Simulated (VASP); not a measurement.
A run of VASP 6.6.1:

Contents of INCAR:

```
ALGO = Normal ; EDIFF = 1E-7
EDIFFG = -0.005 ; ENCUT = 600
GGA = CA ; GGA_COMPAT = False
IBRION = 2 ; ISIF = 3
ISMEAR = 0 ; LASPH = True
LCHARG = False ; LREAL = False
LWAVE = False ; NELM = 120
NELMIN = 4 ; NSW = 100
PREC = Accurate ; SIGMA = 0.02
```

File KPOINTS:

```
k-points
0
Gamma
  8 8 6
```

The input POSCAR:

```
TiO2
1.0
    2.6439701383     -2.6439844163     -0.0194578682
    2.6439701383      2.6439844163     -0.0194578682
   -2.6076204707      0.0000000000      4.7475905808
Ti O
2 4
Direct
    0.1250839006      0.8749160994      0.2500000000
    0.8749160994      0.1250839006      0.7500000000
    0.3329229573      0.0831208336      0.6659429141
    0.6670770427      0.9168791664      0.3340570859
    0.9168791664      0.6670770427      0.8340570859
    0.0831208336      0.3329229573      0.1659429141
```

Potentials or basis: VASP PAW LDA potentials, release 64 (Ti_sv, O).

Command:

```console
$ cat potpaw_LDA.64/Ti_sv/POTCAR potpaw_LDA.64/O/POTCAR > POTCAR
$ mpirun -np 1 vasp_std > vasp.out
```

Hardware: 1 thread of AMD EPYC 7R13 Processor (Zen 3), on a shared host.

Question: Estimate the wall time of this run.

Answer: Run time: 12 min on 1 thread of AMD EPYC 7R13 Processor (Zen 3), with other jobs on the host, peak memory 0.3 GiB. Counts: scf iterations 55, k points 114, ion steps 7.
